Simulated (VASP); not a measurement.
## V: single point with PBE

Crystal: V.

```
V
1.0
    -1.48344    1.48344    1.48344
     1.48344   -1.48344    1.48344
     1.48344    1.48344   -1.48344
V
1
Direct
  0.00000 0.00000 0.00000
```

```json
{
  "Program": "VASP 6.6.1",
  "Task": "single point",
  "Functional": "PBE",
  "Potentials or basis": "VASP PAW PBE potentials, release 64 (V_sv)",
  "Cutoff": "520 eV",
  "k mesh": "12 × 12 × 12",
  "Occupations": "fermi-dirac, width 0.05 eV",
  "Spin": "collinear spin, ferromagnetic start",
  "Starting moments": "[2.0] μB"
}
```

| Property | Result |
| --- | --- |
| Pressure | 6.0 GPa |
| Net moment | 0.00 μB per cell |
| Valence electrons inside the program's atomic spheres | V 11.71 |

Levels at points of the mesh, in eV from the Fermi level:
Spin up:
```csv
k point,band 4,band 5,band 6,band 7,band 8,band 9
"(0.00, 0.00, 0.00)",-36.92,-6.65,0.43,0.43,0.43,2.52
"(0.50, 0.00, 0.00)",-36.93,-3.27,-1.18,1.76,2.53,2.90
"(0.50, 0.50, 0.50)",-37.59,-3.13,-3.13,3.88,3.88,3.88
```
Spin down:
| k point | band 3 | band 4 | band 5 | band 6 | band 7 | band 8 | band 9 | band 10 |
| --- | --- | --- | --- | --- | --- | --- | --- | --- |
| (0.00, 0.00, 0.00) | -36.92 | -36.92 | -6.65 | 0.43 | 0.43 | 0.43 | 2.52 | 2.52 |
| (0.50, 0.00, 0.00) | -37.23 | -36.93 | -3.27 | -1.18 | 1.76 | 2.53 | 2.90 | 4.30 |
| (0.50, 0.50, 0.50) | -37.59 | -37.59 | -3.13 | -3.13 | 3.89 | 3.89 | 3.89 | 10.51 |

Wall time 43 s on 1 thread of Intel(R) Xeon(R) Platinum 8259CL CPU @ 2.50GHz (Skylake/Cascade Lake), with other jobs on the host, peak memory 0.14 GiB.
